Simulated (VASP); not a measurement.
Set up this calculation in VASP 6.6.1, as the native input.

| Quantity | Value |
| --- | --- |
| Task | single point |
| Functional | r2SCAN |
| Potentials or basis | VASP PAW PBE potentials, release 64 (Ba_sv, O) |
| Cutoff | 660 eV |
| k mesh | 8 × 8 × 8 |
| Occupations | gaussian, width 0.05 eV |
| Spin | no spin polarisation |
| Dipole correction | no |
| Further INCAR settings | ALGO = Normal; EDIFF = 1e-06; NBANDS = 15 |

The system is BaO.

```
Ba O
1.0
     0.00000    2.80847    2.80847
     2.80847    0.00000    2.80847
     2.80847    2.80847    0.00000
Ba O
1 1
Direct
  0.50000 0.50000 0.50000
  0.00000 0.00000 0.00000
```

This cell differs from its parent crystal: volume scaled by 1.040.

These files were run (other wordings do the same):

POSCAR

```
BaO
1.0
    0.0000000000      2.8084724894      2.8084724894
    2.8084724894      0.0000000000      2.8084724894
    2.8084724894      2.8084724894      0.0000000000
Ba O
1 1
Direct
    0.5000000000      0.5000000000      0.5000000000
    0.0000000000      0.0000000000      0.0000000000
```

INCAR.step1

```
SYSTEM = BaO
ALGO = Normal ; EDIFF = 1E-5
ENCUT = 660 ; GGA = PE
GGA_COMPAT = .False. ; ISMEAR = 0
LASPH = .True. ; LCHARG = .False.
LREAL = .False. ; LWAVE = .True.
NBANDS = 15 ; NELM = 120
PREC = Accurate ; SIGMA = 0.05
```

INCAR.step2

```
SYSTEM = BaO
ALGO = Normal ; EDIFF = 1E-6
ENCUT = 660 ; GGA_COMPAT = .False.
ISIF = 2 ; ISMEAR = 0
ISTART = 1 ; LASPH = .True.
LCHARG = .False. ; LMIXTAU = .True.
LREAL = .False. ; LWAVE = .False.
METAGGA = R2SCAN ; NBANDS = 15
NELM = 120 ; PREC = Accurate
SIGMA = 0.05
```

KPOINTS

```
k-points
0
Gamma
  8 8 8
  0 0 0
```

Potentials or basis: VASP PAW PBE potentials, release 64 (Ba_sv, O).

Launch:

```bash
$ cat potpaw_PBE.64/Ba_sv/POTCAR potpaw_PBE.64/O/POTCAR > POTCAR
$ cp INCAR.step1 INCAR
$ mpirun -np 1 vasp_std > vasp.out
$ cp INCAR.step2 INCAR
$ mpirun -np 1 vasp_std > vasp.out
```

Results of the run:

| Property | Result |
| --- | --- |
| Pressure | -1.4 GPa |
| Band gap on the k mesh | 2.44 eV, direct |

Caveat: the PAW data sets were made with another functional, which shifts forces and pressure a little; spin-orbit coupling is left out, which moves the levels of the heavy elements.

It took 89 s on 1 thread of Intel(R) Xeon(R) Platinum 8375C CPU @ 2.90GHz (Ice Lake) (shared host), peak memory 0.22 GiB.
